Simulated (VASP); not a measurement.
Wanted: the native input for a VASP 6.6.1 run.

```
Task                   : relaxation of cell and atoms
Functional             : r2SCAN
Potentials or basis    : VASP PAW PBE potentials, release 64 (Ti_sv)
Cutoff                 : 600 eV
k mesh                 : 6 × 6 × 4
Occupations            : gaussian, width 0.1 eV
Spin                   : no spin polarisation
Dipole correction      : no
Further INCAR settings : ALGO = Normal; EDIFF = 1e-06; IBRION = 2; EDIFFG = -0.04; NSW = 90; ISIF = 3
```

The system is Ti.

```
Ti
1.0
     4.60694    0.00000    0.00000
    -2.30347    3.98973    0.00000
     0.00000    0.00000    4.18067
Ti
4
Direct
  0.00000 0.00000 0.25000
  0.00000 0.00000 0.75000
  0.33333 0.66667 0.75000
  0.66667 0.33333 0.25000
```

The input as run:

POSCAR

```
Ti
1.0
    4.6069401807      0.0000000000      0.0000000000
   -2.3034700903      3.9897272302      0.0000000000
    0.0000000000      0.0000000000      4.1806687088
Ti
4
Direct
    0.0000000000      0.0000000000      0.2500000000
    0.0000000000      0.0000000000      0.7500000000
    0.3333333333      0.6666666667      0.7500000000
    0.6666666667      0.3333333333      0.2500000000
```

INCAR.step1

```
ALGO = Normal ; EDIFF = 1E-4
ENCUT = 600 ; GGA = PE
ISMEAR = 0 ; LASPH = T
LCHARG = F ; LREAL = F
LWAVE = T ; NELM = 100
PREC = Accurate ; SIGMA = 0.1
```

INCAR.step2

```
ALGO = Normal ; EDIFF = 1E-6
EDIFFG = -0.04 ; ENCUT = 600
IBRION = 2 ; ISIF = 3
ISMEAR = 0 ; ISTART = 1
LASPH = T ; LCHARG = F
LMIXTAU = T ; LREAL = F
LWAVE = F ; METAGGA = R2SCAN
NELM = 100 ; NSW = 90
PREC = Accurate ; SIGMA = 0.1
```

KPOINTS

```
k-points
0
Gamma
  6 6 4
```

Potentials or basis: VASP PAW PBE potentials, release 64 (Ti_sv).

Run with:

```console
$ cat potpaw_PBE.64/Ti_sv/POTCAR > POTCAR
$ cp INCAR.step1 INCAR
$ mpirun -np 1 vasp_std > vasp.out
$ cp INCAR.step2 INCAR
$ mpirun -np 1 vasp_std > vasp.out
```

Results of the run:

The relaxed volume is 19.62 Å³/atom. The relaxed cell is a = 4.583 Å, b = 4.583 Å, c = 4.316 Å, α = 90.00°, β = 90.00°, γ = 120.00° and the space group after relaxing (to 0.1 Å) is P6_3/mmc (No. 194). The energy gained by relaxing is 15.0 meV/atom. The ionic steps are 4, the pressure after relaxing is 0.0 GPa and the band gap on the k mesh is zero (bands 24 and 25 overlap by 0.84 eV).

Caveat: the k points lie up to 0.36 Å⁻¹ apart in the final cell, too coarse for converged energies and pressures of a metal; the PAW data sets were made with another functional, which shifts forces and pressure a little.

It took 11 min on 1 thread of Intel(R) Xeon(R) Platinum 8488C (Sapphire Rapids) (shared host), peak memory 0.26 GiB.
